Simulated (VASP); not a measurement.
Set up this calculation in VASP 6.6.1, as the native input.

```
Task                   : single point
Functional             : PBEsol
Potentials or basis    : VASP PAW PBE potentials, release 64 (C_h)
Cutoff                 : 1300 eV
k mesh                 : 12 × 12 × 12
Occupations            : gaussian, width 0.01 eV
Spin                   : no spin polarisation
Dipole correction      : no
Further INCAR settings : ALGO = Normal; EDIFF = 1e-06; NBANDS = 11
```

The structure of C lies in POSCAR:

```
C
1.0
    1.7795593411      1.7795593411      0.0000000000
   -1.7795593411      1.7795593411      0.0000000000
    0.0000000000      1.7795593411      1.7795593411
C
2
Direct
    0.5000000000      0.5000000000      0.0000000000
    0.7500000000      0.2500000000      0.5000000000
```

These files were run (other wordings do the same):

INCAR

```
SYSTEM = C
ALGO = Normal ; EDIFF = 1E-6
ENCUT = 1300 ; GGA = PS
GGA_COMPAT = .False. ; ISIF = 2
ISMEAR = 0 ; LASPH = .True.
LCHARG = .True. ; LELF = .True.
LREAL = .False. ; LVHAR = .True.
LWAVE = .False. ; NBANDS = 11
NELM = 120 ; PREC = Accurate
SIGMA = 0.01
```

KPOINTS

```
k-points
0
Gamma
  12 12 12
  0 0 0
```

Potentials or basis: VASP PAW PBE potentials, release 64 (C_h).

The run is started by

```console
$ cat potpaw_PBE.64/C_h/POTCAR > POTCAR
$ mpirun -np 1 vasp_std > vasp.out
```

Results of the run:

The pressure is -1.9 GPa and the band gap on the k mesh is 4.05 eV (least direct gap 5.56 eV).

Caveat: the PAW data sets were made with another functional, which shifts forces and pressure a little.

It took 16 s on 1 thread of AMD EPYC 9R45 (Zen 5), on a shared host, peak memory 0.14 GiB.
